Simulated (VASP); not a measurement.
# TaF3 (Pm-3m) in VASP: a series of runs

Aim: see how the results for TaF3 move with the level of theory and the settings. Levels: PBE, LDA, RPBE. Tasks: single point.

All numbers are computed with VASP 6.6.1; they aren't measurements. Logs are shortened: lines on timing, memory, paths and dates and some standing lists are left out, and cuts for length are marked.

### Step 1. The cell of the first run

Symmetry: Pm-3m, No. 221, cubic system. The conventional cell has a = 4.167 Å, b = 4.167 Å, c = 4.167 Å, α = 90.00°, β = 90.00°, γ = 90.00°. Ta (site symmetry m-3m) has 6 F at 2.08 Å within 2.8 Å. F (site symmetry 4/mmm) has 2 Ta at 2.08 Å within 2.8 Å.

### Step 2. Single point, PBE

Input file INCAR:

```
SYSTEM = TaF3
PREC = Accurate ; ENCUT = 520
EDIFF = 1E-6 ; ISMEAR = -1
SIGMA = 0.1 ; LREAL = .False.
LASPH = .True. ; NELM = 100
ALGO = Normal ; ISIF = 2
LWAVE = .False. ; LCHARG = .False.
GGA = PE ; NBANDS = 24
```

Input file KPOINTS:

```
regular mesh
0
Gamma
  6 6 6
  0 0 0
```

Input file POSCAR:

```
TaF3
1.0
    4.1666460000      0.0000000000      0.0000000000
    0.0000000000      4.1666460000      0.0000000000
    0.0000000000      0.0000000000      4.1666460000
Ta F
1 3
Direct
    0.0000000000      0.0000000000      0.0000000000
    0.0000000000      0.5000000000      0.0000000000
    0.5000000000      0.0000000000      0.0000000000
    0.0000000000      0.0000000000      0.5000000000
```

Potentials or basis: VASP PAW PBE potentials, release 64 (Ta_pv, F).

Command:

```console
> cat potpaw_PBE.64/Ta_pv/POTCAR potpaw_PBE.64/F/POTCAR > POTCAR
> mpirun -np 1 vasp_std > vasp.out
```

OUTCAR:

```text
SYSTEM = TaF3
   PREC = Accurate
   ENCUT = 520
   EDIFF = 1E-6
   ISMEAR = -1
   LREAL = .False.
   LASPH = .True.
   NELM = 100
   ISIF = 2
   GGA = PE

 ion  position               nearest neighbor table
   1  0.000  0.000  0.000-   2 2.08   3 2.08   4 2.08   4 2.08   2 2.08   3 2.08
   2  0.000  0.500  0.000-   1 2.08   1 2.08
   3  0.500  0.000  0.000-   1 2.08   1 2.08
   4  0.000  0.000  0.500-   1 2.08   1 2.08

  LATTYP: Found a simple cubic cell.
 ALAT       =     4.1666460000

  Lattice vectors:

 A1 = (   4.1666460000,   0.0000000000,   0.0000000000)
 A2 = (   0.0000000000,   4.1666460000,   0.0000000000)
 A3 = (   0.0000000000,   0.0000000000,   4.1666460000)

Analysis of symmetry for initial positions (statically):
=====================================================================
 Subroutine PRICEL returns:
 Original cell was already a primitive cell.

 Routine SETGRP: Setting up the symmetry group for a
 simple cubic supercell.

 Subroutine GETGRP returns: Found 48 space group operations
 (whereof 48 operations were pure point group operations)
 out of a pool of 48 trial point group operations.

The static configuration has the point symmetry O_h .

Analysis of symmetry for dynamics (positions and initial velocities):
=====================================================================
 Subroutine PRICEL returns:
 Original cell was already a primitive cell.

 Routine SETGRP: Setting up the symmetry group for a
 simple cubic supercell.

 Subroutine GETGRP returns: Found 48 space group operations
 (whereof 48 operations were pure point group operations)
 out of a pool of 48 trial point group operations.

The dynamic configuration has the point symmetry O_h .

 Subroutine INISYM returns: Found 48 space group operations
 (whereof 48 operations are pure point group operations),
 and found     1 'primitive' translations

----------------------------------------------------------------------------------------

                                     Primitive cell

  volume of cell :      72.3369

  direct lattice vectors                    reciprocal lattice vectors
     4.166646000  0.000000000  0.000000000     0.240001190  0.000000000  0.000000000
     0.000000000  4.166646000  0.000000000     0.000000000  0.240001190  0.000000000
     0.000000000  0.000000000  4.166646000     0.000000000  0.000000000  0.240001190

  length of vectors
     4.166646000  4.166646000  4.166646000     0.240001190  0.240001190  0.240001190

  position of ions in fractional coordinates (direct lattice)
     0.000000000  0.000000000  0.000000000
     0.000000000  0.500000000  0.000000000
     0.500000000  0.000000000  0.000000000
     0.000000000  0.000000000  0.500000000

  ion indices of the primitive-cell ions
   primitive index   ion index
                 1           1
                 2           2
                 3           3
                 4           4

----------------------------------------------------------------------------------------

 KPOINTS: regular mesh

Automatic generation of k-mesh.
 Grid dimensions read from file:
 generate k-points for:    6    6    6

 Generating k-lattice:

  Cartesian coordinates                     Fractional coordinates (reciprocal lattice)
     0.040000198  0.000000000  0.000000000     0.166666667  0.000000000  0.000000000
     0.000000000  0.040000198  0.000000000     0.000000000  0.166666667  0.000000000
     0.000000000  0.000000000  0.040000198     0.000000000  0.000000000  0.166666667

  Length of vectors
     0.040000198  0.040000198  0.040000198

  Shift w.r.t. Gamma in fractional coordinates (k-lattice)
     0.000000000  0.000000000  0.000000000

 Subroutine IBZKPT returns following result:
 ===========================================

 Found     20 irreducible k-points:

 Following reciprocal coordinates:
            Coordinates               Weight
  0.000000  0.000000  0.000000      1.000000
  0.166667  0.000000  0.000000      6.000000
  0.333333  0.000000  0.000000      6.000000
  0.500000  0.000000  0.000000      3.000000
  0.166667  0.166667  0.000000     12.000000
  0.333333  0.166667  0.000000     24.000000
[... 12 lines left out ...]
  0.500000  0.500000  0.333333      6.000000
  0.500000  0.500000  0.500000      1.000000
   k-points           NKPTS =     20   k-points in BZ     NKDIM =     20   number of bands    NBANDS=     24
   number of dos      NEDOS =    301   number of ions     NIONS =      4
   total plane-waves  NPLWV =  32768
   dimension x,y,z NGX =    32 NGY =   32 NGZ =   32
   dimension x,y,z NGXF=    64 NGYF=   64 NGZF=   64
   ions per type =               1   3
   NGX,Y,Z   is equivalent  to a cutoff of  12.77, 12.77, 12.77 a.u.
   NGXF,Y,Z  is equivalent  to a cutoff of  25.54, 25.54, 25.54 a.u.
 SYSTEM =  TaF3
   PREC   = accura    normal or accurate (medium, high low for compatibility)
   ISTART =      0    job   : 0-new  1-cont  2-samecut
   ICHARG =      2    charge: 1-file 2-atom 10-const
   ISPIN  =      1    spin polarized calculation?
   LNONCOLLINEAR =      F non collinear calculations
   LSORBIT =      F    spin-orbit coupling
   LASPH  =      T    aspherical Exc in radial PAW
   ENCUT  =  520.0 eV  38.22 Ry    6.18 a.u.   7.75  7.75  7.75*2*pi/ulx,y,z
   NELM   =    100;   NELMIN=  2; NELMDL= -5     # of ELM steps
   EDIFF  = 0.1E-05   stopping-criterion for ELM
   LREAL  =      F    real-space projection
   EDIFFG = 0.1E-04   stopping-criterion for IOM
   NSW    =      0    number of steps for IOM
   IBRION =     -1    ionic relax: 0-MD 1-quasi-New 2-CG
   NFREE  =      0    steps in history (QN), initial steepest desc. (CG)
   ISIF   =      2    stress and relaxation
   ISYM   =      2    0-nonsym 1-usesym 2-fastsym
   POTIM  = 0.5000    time-step for ionic-motion
   TEBEG  =    0.0;   TEEND  =   0.0 temperature during run
   PSTRESS=    0.0 pullay stress
   NELECT =      32.0000    total number of electrons
   NUPDOWN=      -1.0000    fix difference up-down
   EMIN   =  10.00;   EMAX   =-10.00  energy-range for DOS
   EFERMI =   0.00;   METHOD = LEGACY
   ISMEAR =    -1;   SIGMA  =   0.10  broadening in eV -4-tet -1-fermi 0-gaus
   EFERMI_NEDOS =   21; number of points for ismear=-14 and -15
   IALGO  =     38    algorithm
   IMIX   =      4    mixing-type and parameters
     AMIX     =   0.40;   BMIX     =  1.00
     AMIX_MAG =   1.60;   BMIX_MAG =  1.00
  volume/ion in A,a.u.               =      18.08       122.04
  Fermi-wavevector in a.u.,A,eV,Ry     =   1.247398  2.357240 21.170674  1.556001
  Thomas-Fermi vector in A             =   2.381532
   LORBIT       =      0    0 simple, 1 ext, 2 COOP (PROOUT), +10 PAW based schemes
   GGA     = PE    functional components
   LHFCALC =     F    Hartree Fock is set to
   AEXX    =    0.0000 exact exchange contribution
   IVDW    =     0    specifies the selected vdW correction
   LEPSILON=     F    determine dielectric tensor
   LRPA    =     F    only Hartree local field effects (RPA)
 non-spin polarized calculation
  energy-cutoff  :      520.00
  volume of cell :       72.34
 maximum number of plane-waves:      1980
 NGX is ok and might be reduce to    32
   NGX = 15   NGY = 15   NGZ = 15

 number of electron      31.9999996 magnetization

 Free energy of the ion-electron system (eV)
  ---------------------------------------------------
  ext. energy  EPLUGINS =         0.00000000
  ---------------------------------------------------
  free energy    TOTEN  =       -26.83091487 eV

  energy without entropy =      -26.71259455  energy(sigma->0) =      -26.77175471

 E-fermi :   2.9553     XC(G=0):  -8.1626

 val. band max:        2.9482482220   @ k =   0.3333   0.3333   0.0000
 cond. band min:       2.9704752642   @ k =   0.3333   0.3333   0.0000
 fundamental gap:      0.0222270422
 Fermi energy:         2.9553399985

 k-point     1 :       0.0000    0.0000    0.0000
  band No.  band energies     occupation
      1     -33.9799      2.00000
      2     -33.9799      2.00000
      3     -33.9799      2.00000
      4     -24.4182      2.00000
      5     -24.1459      2.00000
      6     -24.1459      2.00000
[... 16 lines left out ...]
     23      11.8090      0.00000
     24      11.8100      0.00000

 k-point     2 :       0.1667    0.0000    0.0000
  band No.  band energies     occupation
      1     -34.0140      2.00000
      2     -33.9794      2.00000
      3     -33.9794      2.00000
      4     -24.3719      2.00000
      5     -24.1455      2.00000
      6     -24.0524      2.00000
[... 16 lines left out ...]
     23      11.1146      0.00000
     24      11.9924      0.00000

 k-point     3 :       0.3333    0.0000    0.0000
  band No.  band energies     occupation
      1     -34.0807      2.00000
      2     -33.9784      2.00000
      3     -33.9784      2.00000
      4     -24.3328      2.00000
      5     -24.1439      2.00000
      6     -23.8055      2.00000
[... 16 lines left out ...]
     23      11.6440      0.00000
     24      12.4070      0.00000

 k-point     4 :       0.5000    0.0000    0.0000
  band No.  band energies     occupation
      1     -34.1133      2.00000
      2     -33.9779      2.00000
      3     -33.9779      2.00000
      4     -24.3232      2.00000
      5     -24.1433      2.00000
      6     -23.6673      2.00000
[... 16 lines left out ...]
     23      12.1519      0.00000
     24      12.6416      0.00000

 k-point     5 :       0.1667    0.1667    0.0000
  band No.  band energies     occupation
      1     -34.0137      2.00000
      2     -34.0134      2.00000
      3     -33.9789      2.00000
      4     -24.3178      2.00000
      5     -24.0838      2.00000
      6     -24.0280      2.00000
[... 16 lines left out ...]
     23      10.0384      0.00000
     24      11.7721      0.00000

 k-point     6 :       0.3333    0.1667    0.0000
  band No.  band energies     occupation
      1     -34.0801      2.00000
      2     -34.0125      2.00000
      3     -33.9779      2.00000
      4     -24.2769      2.00000
      5     -24.0611      2.00000
      6     -23.8043      2.00000
[... 16 lines left out ...]
     23      10.3698      0.00000
     24      12.1043      0.00000
[... 271 lines left out ...]
 k-point    17 :       0.3333    0.3333    0.3333
  band No.  band energies     occupation
      1     -34.0777      2.00000
      2     -34.0773      2.00000
      3     -34.0773      2.00000
      4     -23.8568      2.00000
      5     -23.7846      2.00000
      6     -23.7846      2.00000
[... 16 lines left out ...]
     23       9.7559      0.00000
     24       9.7559      0.00000

 k-point    18 :       0.5000    0.3333    0.3333
  band No.  band energies     occupation
      1     -34.1099      2.00000
      2     -34.0770      2.00000
      3     -34.0768      2.00000
      4     -23.8319      2.00000
      5     -23.7836      2.00000
      6     -23.6619      2.00000
[... 16 lines left out ...]
     23       9.3905      0.00000
     24      10.7275      0.00000

 k-point    19 :       0.5000    0.5000    0.3333
  band No.  band energies     occupation
      1     -34.1094      2.00000
      2     -34.1094      2.00000
      3     -34.0763      2.00000
      4     -23.8069      2.00000
      5     -23.6611      2.00000
      6     -23.6611      2.00000
[... 16 lines left out ...]
     23       9.0891      0.00000
     24       9.5928      0.00000

 k-point    20 :       0.5000    0.5000    0.5000
  band No.  band energies     occupation
      1     -34.1088      2.00000
      2     -34.1088      2.00000
      3     -34.1088      2.00000
      4     -23.6599      2.00000
      5     -23.6599      2.00000
      6     -23.6599      2.00000
[... 16 lines left out ...]
     23      10.0240      0.00000
     24      10.0240      0.00000

------------------------ aborting loop because EDIFF is reached ----------------------------------------

  FORCE on cell =-STRESS in cart. coord.  units (eV):
  Direction    XX          YY          ZZ          XY          YZ          ZX
  --------------------------------------------------------------------------------------
  -------------------------------------------------------------------------------------
  Total       -1.2765828     -1.2765828     -1.2765828     -0.0000000      0.0000000     -0.0000000
  in kB      -28.2748144    -28.2748144    -28.2748144     -0.0000000      0.0000000     -0.0000000
  external PRESSURE =     -28.2748144 kB  Pullay stress =       0.0000000 kB

 VOLUME and BASIS-vectors are now :
 -----------------------------------------------------------------------------
  energy-cutoff  :      520.00
  volume of cell :       72.34
      direct lattice vectors                 reciprocal lattice vectors
     4.166646000  0.000000000  0.000000000     0.240001190  0.000000000  0.000000000
     0.000000000  4.166646000  0.000000000     0.000000000  0.240001190  0.000000000
     0.000000000  0.000000000  4.166646000     0.000000000  0.000000000  0.240001190

 POSITION                                       TOTAL-FORCE (eV/Angst)
 -----------------------------------------------------------------------------------
      0.00000      0.00000      0.00000         0.000000      0.000000      0.000000
      0.00000      2.08332      0.00000         0.000000      0.000000      0.000000
      2.08332      0.00000      0.00000         0.000000      0.000000      0.000000
      0.00000      0.00000      2.08332         0.000000      0.000000      0.000000
 -----------------------------------------------------------------------------------
    total drift:                                0.000000      0.000000     -0.000000

  FREE ENERGIE OF THE ION-ELECTRON SYSTEM (eV)
  ---------------------------------------------------
  free  energy   TOTEN  =       -26.8309148717 eV

  energy  without entropy=      -26.7125945535  energy(sigma->0) =      -26.77175471
```

It took 39 s on 1 thread of Intel Xeon 6975P-C, shared host; peak memory 0.19 GiB.

What came out:

* Free energy: -26.8309 eV
* Pressure: -2.8 GPa
* Band gap on the k mesh: zero (band 16 reaches 4.16 eV, above the bottom of band 17 at 2.09 eV)

Caveat: spin-orbit coupling is left out, which moves the levels of the heavy elements.

(Continued in part 2 of 2.)
